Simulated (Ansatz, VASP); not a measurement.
Os in VASP and in Ansatz

File INCAR:

```
ALGO = Fast
EDIFF = 1E-6
ENCUT = 520
GGA = PE
ISIF = 2
ISMEAR = 0
LASPH = True
LCHARG = False
LREAL = False
LWAVE = False
NBANDS = 15
NELM = 100
PREC = Accurate
SIGMA = 0.15
```

Contents of KPOINTS:

```
k-points
0
Gamma
  18 18 12
```

Contents of POSCAR:

```
Os
1.0
    2.7340999755      0.0000000000      0.0000000000
   -1.3670499878      2.3678000353      0.0000000000
    0.0000000000      0.0000000000      4.3197000000
Os
2
Direct
    0.2601831187      0.6666666667      0.2500000000
    0.6666666667      0.3333333333      0.7500000000
```

Input for Ansatz:

```yaml
crystal:
  lattice:
    - [2.7340999755, 0.0, 0.0]
    - [-1.3670499878, 2.3678000353, 0.0]
    - [0.0, 0.0, 4.3197]
  atoms:
    - { symbol: Os, position: [0.2601831187, 0.6666666667, 0.25] }
    - { symbol: Os, position: [0.6666666667, 0.3333333333, 0.75] }
basis:
  ecutwfc: 420
kpoints:
  mp_grid: { grid: [18, 18, 12] }
hamiltonian:
  xc: pbe
scf:
  occupations: { method: gaussian, width: 0.15 }
output:
  forces: true
  stress: true
  eigenvalues: true
```

Alike in both runs: task single point; functional PBE; k mesh 18 × 18 × 12; occupations gaussian, width 0.15 eV; no spin polarisation.

|  | VASP | Ansatz |
| --- | --- | --- |
| version | VASP 6.6.1 | Ansatz 0.2.0 |
| potentials or method | VASP PAW PBE potentials, release 64 (Os), cutoff 520 eV | scalar-relativistic, plane waves, PAW |
| valence electrons in the cell | 16 | 32 |

VASP gave:

```
gap on the k mesh at the Fermi level (eV)                     : none
pressure (GPa)                                                : 11.3
traceless stress, the component that is largest in VASP (GPa) : 3.83
rms of the force components (eV/Å)                            : 1.094
```

Task: Which values does Ansatz return?

Result: gap on the k mesh at the Fermi level (eV): none; pressure (GPa): 11.3; traceless stress, the component that is largest in VASP (GPa): 3.97; rms of the force components (eV/Å): 1.107.

Atom by atom the forces differ by 0.013 eV/Å (rms over components). A gap of «none» marks a metal or a gap that the smearing closes. VASP's potentials hold 16 valence electrons a cell and Ansatz's 32, so a difference there can come from the potentials and not from the codes.

Neither program's run includes spin-orbit coupling.
